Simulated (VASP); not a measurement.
# Pd: relaxation of cell and atoms with PBE

Crystal: Pd.

```
Pd
1.0
    -1.56635    1.56635    1.56635
     1.56635   -1.56635    1.56635
     1.56635    1.56635   -1.56635
Pd
1
Cartesian
  0.0000 0.0000 0.0000
```

```json
{
 "Program": "VASP 6.6.1",
 "Task": "relaxation of cell and atoms",
 "Functional": "PBE",
 "Potentials or basis": "VASP PAW PBE potentials, release 64 (Pd)",
 "Cutoff": "600 eV",
 "k mesh": "18 × 18 × 18",
 "Occupations": "fermi-dirac, width 0.05 eV",
 "Spin": "no spin polarisation",
 "Dipole correction": "no",
 "Further INCAR settings": "ALGO = Normal; EDIFF = 1e-06; IBRION = 2; EDIFFG = -0.005; NSW = 60; ISIF = 3"
}
```

- Relaxed volume: 15.41 Å³/atom
- Relaxed cell: a = 2.715 Å, b = 2.715 Å, c = 2.715 Å, α = 109.47°, β = 109.47°, γ = 109.47°
- Space group after relaxing (to 0.05 Å): Im-3m (No. 229)
- Energy gained by relaxing: 0.0 meV/atom
- Ionic steps: 3
- Pressure after relaxing: 0.0 GPa
- Band gap on the k mesh: zero (band 5 reaches 9.62 eV, above the bottom of band 6 at 8.08 eV)

Final structure:
```
Pd
1.0
    -1.56756    1.56756    1.56756
     1.56756   -1.56756    1.56756
     1.56756    1.56756   -1.56756
Pd
1
Cartesian
  0.0000 0.0000 0.0000
```

Levels at points of the mesh, in eV from the Fermi level:
| k point | band 3 | band 4 | band 5 | band 6 | band 7 | band 8 |
| --- | --- | --- | --- | --- | --- | --- |
| (0.00, 0.00, 0.00) | -2.76 | -2.76 | -0.90 | -0.90 | 19.30 | 19.30 |
| (0.50, 0.00, 0.00) | -0.97 | -0.68 | 0.56 | 1.49 | 7.61 | 15.05 |
| (0.50, 0.50, 0.50) | 0.20 | 0.20 | 0.20 | 9.10 | 9.10 | 9.10 |

It took 45 s on 1 thread of AMD EPYC 9R14 (Zen 4), on a shared host, peak memory 0.14 GiB.
